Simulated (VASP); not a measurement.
Crystal: Cu.

```
Cu
1.0
     0.00000    1.77060    1.77060
     1.77060    0.00000    1.77060
     1.77060    1.77060    0.00000
Cu
1
Direct
  0.00000 0.00000 0.00000
```

Base run:

* Program: VASP 6.6.1
* Functional: BLYP
* Dispersion: D3(BJ)
* Potentials or basis: VASP PAW PBE potentials, release 64 (Cu_sv_GW)
* Cutoff: 820 eV
* k mesh: 13 × 13 × 13
* Occupations: fermi-dirac, width 0.05 eV
* Spin: no spin polarisation

Its results: band gap on the k mesh zero (an odd number of electrons rules out a gap without spin polarisation); pressure -1.4 GPa.

**Question.** The run is repeated on the same cell with these changes: dispersion from D3(BJ) to D4. What comes out?

**Answer.** Band gap on the k mesh zero (an odd number of electrons rules out a gap without spin polarisation); pressure 3.4 GPa.

Caveats: the dispersion term is far too large for a dense solid, which distorts pressure and volume; the PAW data sets were made with another functional, which shifts forces and pressure a little; the cell stands under pressure (at least some runs).
